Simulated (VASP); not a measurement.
Set up this calculation in VASP 6.6.1, as the native input.

```
Task                   : single point
Functional             : PBEsol
Potentials or basis    : VASP PAW PBE potentials, release 64 (Sr_sv, C, H)
Cutoff                 : 520 eV
k mesh                 : 2 × 2 × 1
Occupations            : fermi-dirac, width 0.05 eV
Spin                   : no spin polarisation
Dipole correction      : no
Further INCAR settings : LREAL = Auto; ALGO = Normal; EDIFF = 1e-06; NBANDS = 76
```

The structure of Sr12H2C lies in POSCAR:

```
Sr12H2C
1.0
    8.5984180000      0.0000000000      0.0000000000
    4.2992090000      7.4464490000      0.0000000000
    0.0000000000      0.0000000000     20.0205790000
Sr C H
12 1 2
Direct
    0.1666644535      0.1666700464      0.0499486054
    0.6666634068      0.1666700464      0.0499486054
    0.1666655752      0.6666667562      0.0499486054
    0.6666645285      0.6666667562      0.0499486054
   -0.1664737200      0.3177353394      0.2061928379
    0.3195433944      0.3269746425      0.2229655796
   -0.1649141885      0.8093119284      0.2287696075
    0.3280149774      0.8288245847      0.2151136588
    0.0126485932     -0.0097361843      0.3708833795
    0.4960047100     -0.0187606200      0.4008275685
   -0.0300136957      0.5069933333      0.3942493371
    0.5017103432      0.5296752855      0.4006727278
    0.6581830575      0.6595089821      0.4547470880
    0.5903210694      0.7072632875      0.5059344188
    0.7352897830      0.7454559885      0.4647467988
```

One way to write it, as run:

INCAR

```
SYSTEM = Sr12H2C
PREC = Accurate
ENCUT = 520
EDIFF = 1E-6
ISMEAR = -1
SIGMA = 0.05
LREAL = Auto
LASPH = .True.
NELM = 80
ALGO = Normal
ISIF = 2
LWAVE = .False.
LCHARG = .False.
GGA = PS
NBANDS = 76
```

KPOINTS

```
Automatic mesh
0
Gamma
  2 2 1
  0 0 0
```

Potentials or basis: VASP PAW PBE potentials, release 64 (Sr_sv, C, H).

Launch:

```bash
$ cat potpaw_PBE.64/Sr_sv/POTCAR potpaw_PBE.64/C/POTCAR potpaw_PBE.64/H/POTCAR > POTCAR
$ mpirun -np 1 vasp_std > vasp.out
```

It gave:

| Property | Result |
| --- | --- |
| Largest force | 3.005 eV/Å |
| Band gap on the k mesh | zero (bands 63 and 64 overlap by 0.29 eV) |

Caveat: the k points lie up to 0.42 Å⁻¹ apart; the atoms stand as in a frame of molecular dynamics; there is no dipole correction, which matters where the two faces differ; the PAW data sets were made with another functional, which shifts forces and pressure a little.

Wall time 11 min on 1 thread of Intel(R) Xeon(R) 6975P-C (Granite Rapids), on a shared host, peak memory 1.2 GiB.
